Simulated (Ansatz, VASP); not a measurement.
## Zr2Ge: VASP beside Ansatz

```
Zr Ge
1.0
     0.00000    4.00155    4.00155
     4.00155    0.00000    4.00155
     4.00155    4.00155    0.00000
Zr Ge
4 2
Direct
  0.62500 0.62500 0.62500
  0.12500 0.62500 0.62500
  0.62500 0.62500 0.12500
  0.62500 0.12500 0.62500
  0.00000 0.00000 0.00000
  0.25000 0.25000 0.25000
```

Alike in both runs: functional PBE; k mesh 4 × 4 × 4; occupations gaussian, width 0.1 eV; no spin polarisation.

Ansatz relaxed the structure, and its values are those at the end. VASP's run is a single point on that final structure, the one shown.

|  | VASP | Ansatz |
| --- | --- | --- |
| version | VASP 6.6.1 | Ansatz 0.2.0 |
| potentials or method | VASP PAW PBE potentials, release 64 (Zr_sv, Ge_d), cutoff 520 eV | scalar-relativistic, plane waves, PAW |
| valence electrons in the cell | 76 | 76 |

|  | VASP | Ansatz | Ansatz less VASP |
| --- | --- | --- | --- |
| gap on the k mesh at the Fermi level (eV) | none | none | - |
| pressure (GPa) | 0.0 | 0.0 | -0.07 |

A gap of «none» marks a metal or a gap that the smearing closes. The functional is the same, so the differences come from potentials, cutoffs and numerics.
